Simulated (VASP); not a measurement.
Write the native input for VASP 6.6.1 that does the following.

```yaml
Task: single point
Functional: revPBE
Dispersion: D3(BJ)
Potentials_or_basis: VASP PAW PBE potentials, release 64 (Os)
Cutoff: 520 eV
k_mesh: 11 × 11 × 6
Occupations: fermi-dirac, width 0.05 eV
Spin: no spin polarisation
Dipole_correction: no
Further_INCAR_settings: ALGO = Fast; EDIFF = 1e-07; NBANDS = 15
```

The structure of Os lies in POSCAR:

```
Os
1.0
    2.7522071502      0.0000000000      0.0000000000
   -1.3761035751      2.3834813086      0.0000000000
    0.0000000000      0.0000000000      4.3483081185
Os
2
Direct
    0.6666666667      0.3333333333      0.7500000000
    0.3333333333      0.6666666667      0.2500000000
```

The input as run:

INCAR

```
SYSTEM = Os
PREC = Accurate
ENCUT = 520
EDIFF = 1E-7
ISMEAR = -1
SIGMA = 0.05
LREAL = .False.
LASPH = .True.
NELM = 60
ALGO = Fast
ISIF = 2
LWAVE = .False.
LCHARG = .False.
GGA = RE
IVDW = 12
NBANDS = 15
```

KPOINTS

```
regular mesh
0
Gamma
  11 11 6
  0 0 0
```

Potentials or basis: VASP PAW PBE potentials, release 64 (Os).

The run is started by

```sh
$ cat potpaw_PBE.64/Os/POTCAR > POTCAR
$ mpirun -np 1 vasp_std > vasp.out
```

Results of the run:

```
Pressure                   : -10.6 GPa
Band gap on the k mesh     : zero (band 8 reaches 11.25 eV, above the bottom of band 9 at 7.49 eV)
Dispersion energy per atom : -1.179 eV
```

Caveat: the PAW data sets were made with another functional, which shifts forces and pressure a little; spin-orbit coupling is left out, which moves the levels of the heavy elements; pairwise dispersion overbinds metals, which lowers pressure and volume.

Run time: 12 s on 1 thread of Intel(R) Xeon(R) 6975P-C (Granite Rapids) (shared host), peak memory 0.15 GiB.
